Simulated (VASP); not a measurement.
AlGa2Sb3, 6 atoms in the cell. It takes space group P-6m2 (No. 187, hexagonal). The conventional cell has a = 5.144 Å, b = 5.144 Å, c = 6.378 Å, α = 90.00°, β = 90.00°, γ = 120.00°. Al (site symmetry -6m2) has 5 Sb at 2.97 to 3.19 Å and 6 Ga at 3.38 Å within 3.9 Å. Ga (site symmetry 3m) has 2 Ga at 3.16 to 3.22 Å and 9 Sb at 3.36 to 3.38 Å and 3 Al at 3.38 Å within 4.2 Å. Sb (site symmetry -6m2) has 3 Sb at 2.97 Å and 2 Al at 3.19 Å and 6 Ga at 3.36 Å within 3.9 Å. Sb (site symmetry -6m2) has 3 Al at 2.97 Å and 2 Sb at 3.19 Å and 6 Ga at 3.38 Å within 3.9 Å. Sb (site symmetry -6m2) has 5 Sb at 2.97 to 3.19 Å and 6 Ga at 3.36 Å within 3.9 Å. The cell was generated, and may not be a known phase.

| Property | Result |
| --- | --- |
| Program | VASP 6.6.1 |
| Task | relaxation of cell and atoms |
| Functional | PBE |
| Potentials or basis | VASP PAW PBE potentials, release 64 (Al, Ga_d, Sb) |
| Cutoff | 600 eV |
| k mesh | 6 × 6 × 4 |
| Occupations | gaussian, width 0.1 eV |
| Spin | no spin polarisation |
| Dipole correction | no |
| Further INCAR settings | ALGO = Normal; EDIFF = 1e-06; IBRION = 2; EDIFFG = -0.04; NSW = 90; ISIF = 3 |

Potentials or basis: VASP PAW PBE potentials, release 64 (Al, Ga_d, Sb).

The run is started by

```sh
$ cat potpaw_PBE.64/Al/POTCAR potpaw_PBE.64/Ga_d/POTCAR potpaw_PBE.64/Sb/POTCAR > POTCAR
$ mpirun -np 1 vasp_std > vasp.out
```

Hardware: 1 thread of AMD EPYC 9R45 (Zen 5) (shared host).

Q: Estimate the wall time of this run.

A: It took 4 min on 1 thread of AMD EPYC 9R45 (Zen 5), with other jobs on the host, peak memory 0.33 GiB. Counts: scf iterations 49, k points 21, ion steps 7.
